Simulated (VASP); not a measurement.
# NaB (P4/mmm) in VASP: notebook

The runs below take NaB through single point, relaxation of cell and atoms, with PBEsol.

Program: VASP 6.6.1. These are calculated values, not measurements. Logs are shortened: lines on timing, memory, paths and dates and some standing lists are left out, and cuts for length are marked.

## Step 1: The cell of the first run

The structure is tetragonal, space group P4/mmm (No. 123). The conventional cell has a = 2.448 Å, b = 2.448 Å, c = 4.264 Å, α = 90.00°, β = 90.00°, γ = 90.00°. Na (site symmetry 4/mmm) has 4 Na at 2.45 Å and 8 B at 2.75 Å within 3.2 Å. Within 3.2 Å of B (site symmetry 4/mmm) lie 4 B at 2.45 Å and 8 Na at 2.75 Å.

## Step 2: Single point, PBEsol

The input, INCAR:

```
SYSTEM = NaB
  PREC = Accurate
  ENCUT = 500
  EDIFF = 1E-6
  ISMEAR = 1
  SIGMA = 0.05
  LREAL = .FALSE.
  LASPH = .TRUE.
  NELM = 120
  ALGO = Normal
  ISIF = 2
  LWAVE = .FALSE.
  LCHARG = .TRUE.
  GGA = PS
  LELF = .TRUE.
  LVHAR = .TRUE.
  NBANDS = 12
  GGA_COMPAT = .FALSE.
```

The input, KPOINTS:

```
Automatic mesh
0
G
  8 8 6
  0 0 0
```

The input, POSCAR:

```
NaB
1.0
    2.4477666027      0.0000000000      0.0000000000
    0.0000000000      2.4477666027      0.0000000000
    0.0000000000      0.0000000000      4.2636503976
Na B
1 1
Direct
    0.0000000000      0.0000000000      0.0000000000
    0.5000000000      0.5000000000      0.5000000000
```

Potentials or basis: VASP PAW PBE potentials, release 64 (Na_pv, B).

Run with:

```bash
$ cat potpaw_PBE.64/Na_pv/POTCAR potpaw_PBE.64/B/POTCAR > POTCAR
$ mpirun -np 1 vasp_std > vasp.out
```

OUTCAR:

```text
SYSTEM = NaB
   PREC = Accurate
   ENCUT = 500
   EDIFF = 1E-6
   ISMEAR = 1
   LREAL = .FALSE.
   LASPH = .TRUE.
   NELM = 120
   ISIF = 2
   GGA = PS

 ion  position               nearest neighbor table
   1  0.000  0.000  0.000-
   2  0.500  0.500  0.500-

  LATTYP: Found a simple tetragonal cell.
 ALAT       =     2.4477666027
 C/A-ratio  =     1.7418533258

  Lattice vectors:

 A1 = (   2.4477666027,   0.0000000000,   0.0000000000)
 A2 = (   0.0000000000,   2.4477666027,   0.0000000000)
 A3 = (   0.0000000000,   0.0000000000,   4.2636503976)

Analysis of symmetry for initial positions (statically):
=====================================================================
 Subroutine PRICEL returns:
 Original cell was already a primitive cell.

 Routine SETGRP: Setting up the symmetry group for a
 simple tetragonal supercell.

 Subroutine GETGRP returns: Found 16 space group operations
 (whereof 16 operations were pure point group operations)
 out of a pool of 16 trial point group operations.

The static configuration has the point symmetry D_4h.

Analysis of symmetry for dynamics (positions and initial velocities):
=====================================================================
 Subroutine PRICEL returns:
 Original cell was already a primitive cell.

 Routine SETGRP: Setting up the symmetry group for a
 simple tetragonal supercell.

 Subroutine GETGRP returns: Found 16 space group operations
 (whereof 16 operations were pure point group operations)
 out of a pool of 16 trial point group operations.

The dynamic configuration has the point symmetry D_4h.

 Subroutine INISYM returns: Found 16 space group operations
 (whereof 16 operations are pure point group operations),
 and found     1 'primitive' translations

----------------------------------------------------------------------------------------

                                     Primitive cell

  volume of cell :      25.5459

  direct lattice vectors                    reciprocal lattice vectors
     2.447766603  0.000000000  0.000000000     0.408535683  0.000000000  0.000000000
     0.000000000  2.447766603  0.000000000     0.000000000  0.408535683  0.000000000
     0.000000000  0.000000000  4.263650398     0.000000000  0.000000000  0.234540806

  length of vectors
     2.447766603  2.447766603  4.263650398     0.408535683  0.408535683  0.234540806

  position of ions in fractional coordinates (direct lattice)
     0.000000000  0.000000000  0.000000000
     0.500000000  0.500000000  0.500000000

  ion indices of the primitive-cell ions
   primitive index   ion index
                 1           1
                 2           2

----------------------------------------------------------------------------------------

 KPOINTS: Automatic mesh

Automatic generation of k-mesh.
 Grid dimensions read from file:
 generate k-points for:    8    8    6

 Generating k-lattice:

  Cartesian coordinates                     Fractional coordinates (reciprocal lattice)
     0.051066960  0.000000000  0.000000000     0.125000000  0.000000000  0.000000000
     0.000000000  0.051066960  0.000000000     0.000000000  0.125000000  0.000000000
     0.000000000  0.000000000  0.039090134     0.000000000  0.000000000  0.166666667

  Length of vectors
     0.051066960  0.051066960  0.039090134

  Shift w.r.t. Gamma in fractional coordinates (k-lattice)
     0.000000000  0.000000000  0.000000000

 Subroutine IBZKPT returns following result:
 ===========================================

 Found     60 irreducible k-points:

 Following reciprocal coordinates:
            Coordinates               Weight
  0.000000  0.000000  0.000000      1.000000
  0.125000  0.000000  0.000000      4.000000
  0.250000  0.000000  0.000000      4.000000
  0.375000  0.000000  0.000000      4.000000
  0.500000  0.000000  0.000000      2.000000
  0.125000  0.125000  0.000000      4.000000
[... 16 lines left out ...]
  0.375000  0.125000  0.166667     16.000000
  0.500000  0.125000  0.166667      8.000000
 [... further k-points ...]
   k-points           NKPTS =     60   k-points in BZ     NKDIM =     60   number of bands    NBANDS=     12
   number of dos      NEDOS =    301   number of ions     NIONS =      2
   total plane-waves  NPLWV =  10368
   dimension x,y,z NGX =    18 NGY =   18 NGZ =   32
   dimension x,y,z NGXF=    36 NGYF=   36 NGZF=   64
   ions per type =               1   1
   NGX,Y,Z   is equivalent  to a cutoff of  12.23, 12.23, 12.48 a.u.
   NGXF,Y,Z  is equivalent  to a cutoff of  24.45, 24.45, 24.95 a.u.
 SYSTEM =  NaB
   PREC   = accura    normal or accurate (medium, high low for compatibility)
   ISTART =      0    job   : 0-new  1-cont  2-samecut
   ICHARG =      2    charge: 1-file 2-atom 10-const
   ISPIN  =      1    spin polarized calculation?
   LNONCOLLINEAR =      F non collinear calculations
   LSORBIT =      F    spin-orbit coupling
   LASPH  =      T    aspherical Exc in radial PAW
   ENCUT  =  500.0 eV  36.75 Ry    6.06 a.u.   4.46  4.46  7.77*2*pi/ulx,y,z
   NELM   =    120;   NELMIN=  2; NELMDL= -5     # of ELM steps
   EDIFF  = 0.1E-05   stopping-criterion for ELM
   LREAL  =      F    real-space projection
   EDIFFG = 0.1E-04   stopping-criterion for IOM
   NSW    =      0    number of steps for IOM
   IBRION =     -1    ionic relax: 0-MD 1-quasi-New 2-CG
   NFREE  =      0    steps in history (QN), initial steepest desc. (CG)
   ISIF   =      2    stress and relaxation
   ISYM   =      2    0-nonsym 1-usesym 2-fastsym
   POTIM  = 0.5000    time-step for ionic-motion
   TEBEG  =    0.0;   TEEND  =   0.0 temperature during run
   PSTRESS=    0.0 pullay stress
   NELECT =      10.0000    total number of electrons
   NUPDOWN=      -1.0000    fix difference up-down
   EMIN   =  10.00;   EMAX   =-10.00  energy-range for DOS
   EFERMI =   0.00;   METHOD = LEGACY
   ISMEAR =     1;   SIGMA  =   0.05  broadening in eV -4-tet -1-fermi 0-gaus
   EFERMI_NEDOS =   21; number of points for ismear=-14 and -15
   IALGO  =     38    algorithm
   IMIX   =      4    mixing-type and parameters
     AMIX     =   0.40;   BMIX     =  1.00
     AMIX_MAG =   1.60;   BMIX_MAG =  1.00
  volume/ion in A,a.u.               =      12.77        86.20
  Fermi-wavevector in a.u.,A,eV,Ry     =   1.197570  2.263079 19.513126  1.434174
  Thomas-Fermi vector in A             =   2.333482
   LORBIT       =      0    0 simple, 1 ext, 2 COOP (PROOUT), +10 PAW based schemes
   GGA     = PS    functional components
   LHFCALC =     F    Hartree Fock is set to
   AEXX    =    0.0000 exact exchange contribution
   IVDW    =     0    specifies the selected vdW correction
   LEPSILON=     F    determine dielectric tensor
   LRPA    =     F    only Hartree local field effects (RPA)
 non-spin polarized calculation
 Methfessel and Paxton  Order N= 1 SIGMA  =   0.05
  energy-cutoff  :      500.00
  volume of cell :       25.55
 maximum number of plane-waves:       664
 NGX is ok and might be reduce to    18
   NGX =  9   NGY =  9   NGZ = 15

 number of electron      10.0000000 magnetization

 number of electron       9.9999988 magnetization

 Free energy of the ion-electron system (eV)
  ---------------------------------------------------
  ext. energy  EPLUGINS =         0.00000000
  ---------------------------------------------------
  free energy    TOTEN  =        -5.39203064 eV

  energy without entropy =       -5.39176913  energy(sigma->0) =       -5.39194347

 E-fermi :   3.3158     XC(G=0): -10.0151

 val. band max:        3.2839464080   @ k =   0.3750   0.2500   0.0000
 cond. band min:       3.3225809417   @ k =   0.3750   0.2500   0.1667
 fundamental gap:      0.0386345337
 Fermi energy:         3.3157958752

 k-point     1 :       0.0000    0.0000    0.0000
  band No.  band energies     occupation
      1     -20.8210      2.00000
      2     -20.6042      2.00000
      3     -20.6042      2.00000
      4      -5.9437      2.00000
      5       1.5821      2.00000
      6       5.1628      0.00000
      7      10.8183      0.00000
      8      10.8183      0.00000
      9      17.8378      0.00000
     10      19.7070      0.00000
     11      20.5859      0.00000
     12      24.3228      0.00000

 k-point     2 :       0.1250    0.0000    0.0000
  band No.  band energies     occupation
      1     -20.8022      2.00000
      2     -20.7247      2.00000
      3     -20.5939      2.00000
      4      -5.5994      2.00000
      5       1.8544      2.00000
      6       5.5267      0.00000
      7       8.9760      0.00000
      8      11.0112      0.00000
      9      18.3116      0.00000
     10      18.9217      0.00000
     11      20.5385      0.00000
     12      22.8548      0.00000

 k-point     3 :       0.2500    0.0000    0.0000
  band No.  band energies     occupation
      1     -21.0085      2.00000
      2     -20.7566      2.00000
      3     -20.5691      2.00000
      4      -4.5846      2.00000
      5       2.6271      2.00000
      6       5.3418      0.00000
      7       6.9437      0.00000
      8      11.5185      0.00000
      9      15.9562      0.00000
     10      16.9068      0.00000
     11      20.7384      0.00000
     12      21.6476      0.00000
[... 286 lines left out ...]
 k-point    23 :       0.3750    0.1250    0.1667
  band No.  band energies     occupation
      1     -21.2611      2.00000
      2     -20.6975      2.00000
      3     -20.6516      2.00000
      4      -2.5515      2.00000
      5       2.5808      2.00000
      6       3.4630     -0.00025
      7       9.4681      0.00000
      8      10.8761      0.00000
      9      12.1096      0.00000
     10      16.1213      0.00000
     11      20.0191      0.00000
     12      20.2466      0.00000

 k-point    24 :       0.5000    0.1250    0.1667
  band No.  band energies     occupation
      1     -21.3702      2.00000
      2     -20.6787      2.00000
      3     -20.6395      2.00000
      4      -0.8518      2.00000
      5       0.3443      2.00000
      6       4.1974     -0.00000
      7      10.4133      0.00000
      8      10.4781      0.00000
      9      11.5121      0.00000
     10      14.8509      0.00000
     11      19.6923      0.00000
     12      20.2954      0.00000

 [... further k-points ...]
[... 5 lines left out ...]
  --------------------------------------------------------------------------------------
  -------------------------------------------------------------------------------------
  Total        0.0171231      0.0171231      0.0249532      0.0000000      0.0000000     -0.0000000
  in kB        1.0739213      1.0739213      1.5650057      0.0000000      0.0000000     -0.0000000
  external PRESSURE =       1.2376161 kB  Pullay stress =       0.0000000 kB

 VOLUME and BASIS-vectors are now :
 -----------------------------------------------------------------------------
  energy-cutoff  :      500.00
  volume of cell :       25.55
      direct lattice vectors                 reciprocal lattice vectors
     2.447766603  0.000000000  0.000000000     0.408535683  0.000000000  0.000000000
     0.000000000  2.447766603  0.000000000     0.000000000  0.408535683  0.000000000
     0.000000000  0.000000000  4.263650398     0.000000000  0.000000000  0.234540806

 POSITION                                       TOTAL-FORCE (eV/Angst)
 -----------------------------------------------------------------------------------
      0.00000      0.00000      0.00000         0.000000      0.000000      0.000000
      1.22388      1.22388      2.13183         0.000000      0.000000      0.000000
 -----------------------------------------------------------------------------------
    total drift:                                0.000000     -0.000000     -0.000000

  FREE ENERGIE OF THE ION-ELECTRON SYSTEM (eV)
  ---------------------------------------------------
  free  energy   TOTEN  =        -5.3920306386 eV

  energy  without entropy=       -5.3917691254  energy(sigma->0) =       -5.39194347
```

Run time: 14 s. Hardware: 1 thread of Intel Xeon 8259CL, shared host; peak memory 0.13 GiB.

Results:

```yaml
Free_energy: -5.3920 eV
Pressure: 0.1 GPa
Band_gap_on_the_k_mesh: zero (band 5 reaches 3.84 eV, above the bottom of band 6 at 2.46 eV)
```

Caveat: the PAW data sets were made with another functional, which shifts forces and pressure a little.

## Step 3: Relaxation of cell and atoms, PBEsol

This run uses another cell than the first one, of 19.34 Å³/atom, 1.514 times its volume.

The input, INCAR:

```
SYSTEM = NaB
ALGO     = Normal         ! electronic algorithm
EDIFF    = 1E-7           ! SCF threshold, eV
EDIFFG   = -0.03          ! ionic threshold
ENCUT    = 500            ! plane-wave cutoff, eV
GGA      = PS             ! functional
GGA_COMPAT= .FALSE.      
IBRION   = 2              ! ionic algorithm
ISIF     = 3              ! what is computed and relaxed
ISMEAR   = 1              ! smearing method
LASPH    = .TRUE.         ! aspherical terms in the spheres
LCHARG   = .FALSE.        ! write CHGCAR
LREAL    = .FALSE.        ! projectors in reciprocal space
LWAVE    = .FALSE.        ! write WAVECAR
NELM     = 120            ! most SCF steps
NELMIN   = 4            
NSW      = 80             ! ionic steps
PREC     = Accurate       ! precision mode
SIGMA    = 0.05           ! smearing width, eV
```

The input, KPOINTS:

```
k-points
0
G
  8 8 6
  0 0 0
```

The input, POSCAR:

```
NaB
1.0
    3.0600000000      0.0000000000      0.0000000000
    0.0000000000      3.0600000000      0.0000000000
    0.0000000000      0.0000000000      4.1310000000
Na B
1 1
Direct
    0.0000000000      0.0000000000      0.0000000000
    0.5000000000      0.5000000000      0.5000000000
```

Potentials or basis: VASP PAW PBE potentials, release 64 (Na_pv, B).

Run with:

```bash
$ cat potpaw_PBE.64/Na_pv/POTCAR potpaw_PBE.64/B/POTCAR > POTCAR
$ mpirun -np 1 vasp_std > vasp.out
```

OUTCAR:

```text
SYSTEM = NaB
   EDIFF = 1E-7
   EDIFFG = -0.03
   ENCUT = 500
   GGA = PS
   IBRION = 2
   ISIF = 3
   ISMEAR = 1
   LASPH = .TRUE.
   LREAL = .FALSE.
   NELM = 120
   NELMIN = 4
   NSW = 80
   PREC = Accurate

 ion  position               nearest neighbor table
   1  0.000  0.000  0.000-
   2  0.500  0.500  0.500-

  LATTYP: Found a simple tetragonal cell.
 ALAT       =     3.0600000000
 C/A-ratio  =     1.3500000000

  Lattice vectors:

 A1 = (   3.0600000000,   0.0000000000,   0.0000000000)
 A2 = (   0.0000000000,   3.0600000000,   0.0000000000)
 A3 = (   0.0000000000,   0.0000000000,   4.1310000000)

Analysis of symmetry for initial positions (statically):
[... 185 lines left out ...]
  Total       -1.7993914     -1.7993914     -1.4856072      0.0000000      0.0000000      0.0000000
  in kB      -74.5312116    -74.5312116    -61.5341979      0.0000000      0.0000000      0.0000000
  external PRESSURE =     -70.1988737 kB  Pullay stress =       0.0000000 kB
[... 386 lines left out ...]
  FREE ENERGIE OF THE ION-ELECTRON SYSTEM (eV)
  ---------------------------------------------------
  free  energy   TOTEN  =        -5.2844178405 eV

  energy  without entropy=       -5.2842052518  energy(sigma->0) =       -5.28434698

[... ionic steps 4 to 10 ...]

--------------------------------------- Ionic step       11  -------------------------------------------

 number of electron      10.0000000 magnetization

------------------------ aborting loop because EDIFF is reached ----------------------------------------
[... 364 lines left out ...]
--------------------------------------- Ionic step       13  -------------------------------------------

 number of electron      10.0000005 magnetization

 Free energy of the ion-electron system (eV)
  ---------------------------------------------------
  ext. energy  EPLUGINS =         0.00000000
  ---------------------------------------------------
  free energy    TOTEN  =        -5.39462943 eV

  energy without entropy =       -5.39428488  energy(sigma->0) =       -5.39451458

 E-fermi :   3.2829     XC(G=0):  -9.9997

 val. band max:        3.2541992802   @ k =   0.5000   0.0000   0.3333
 cond. band min:       3.2902155295   @ k =   0.3750   0.2500   0.1667
 fundamental gap:      0.0360162492
 Fermi energy:         3.2829192429
[... 317 lines left out ...]
  FREE ENERGIE OF THE ION-ELECTRON SYSTEM (eV)
  ---------------------------------------------------
  free  energy   TOTEN  =        -5.3946294263 eV

  energy  without entropy=       -5.3942848830  energy(sigma->0) =       -5.39451458

 reached required accuracy - stopping structural energy minimisation
```

It took 2.6 min on 1 thread of Intel Xeon 8259CL, shared host; peak memory 0.16 GiB.

Results:

| Property | Result |
| --- | --- |
| Free energy | -5.3946 eV |
| Relaxed volume | 12.82 Å³/atom |
| Relaxed cell | a = 2.452 Å, b = 2.452 Å, c = 4.265 Å, α = 90.00°, β = 90.00°, γ = 90.00° |
| Space group after relaxing (to 0.05 Å) | P4/mmm (No. 123) |
| Energy gained by relaxing | 206.4 meV/atom |
| Ionic steps | 13 |
| Pressure after relaxing | 0.0 GPa |
| Band gap on the k mesh | zero (band 5 reaches 3.81 eV, above the bottom of band 6 at 2.43 eV) |

Step by step:
```tsv
step	energy change (eV)	largest force (eV/Å)	pressure (GPa)	volume (Å³)
1	0.0000	0.0000	-7.02	38.68
2	-0.1837	0.0000	-5.53	34.13
3	-0.3026	0.0000	-1.61	29.39
4	-0.3099	0.0000	1.00	27.64
5	-0.3107	0.0000	0.27	28.08
6	-0.3430	0.0000	0.38	27.65
7	-0.3989	0.0000	0.84	26.18
8	-0.4030	0.0000	0.65	25.90
9	-0.4120	0.0000	0.74	25.30
10	-0.4118	0.0000	0.78	25.19
11	-0.4123	0.0000	-0.41	25.74
12	-0.4126	0.0000	0.07	25.54
13	-0.4128	0.0000	-0.02	25.64
```

Final structure:
```
CELL_PARAMETERS angstrom
2.45199 0.00000 0.00000
0.00000 2.45199 0.00000
0.00000 0.00000 4.26538
ATOMIC_POSITIONS crystal
Na 0.00000 0.00000 0.00000
B 0.50000 0.50000 0.50000
```

Caveat: the volume moved by over 15 % at a fixed basis, so the end points are rough; the PAW data sets were made with another functional, which shifts forces and pressure a little.
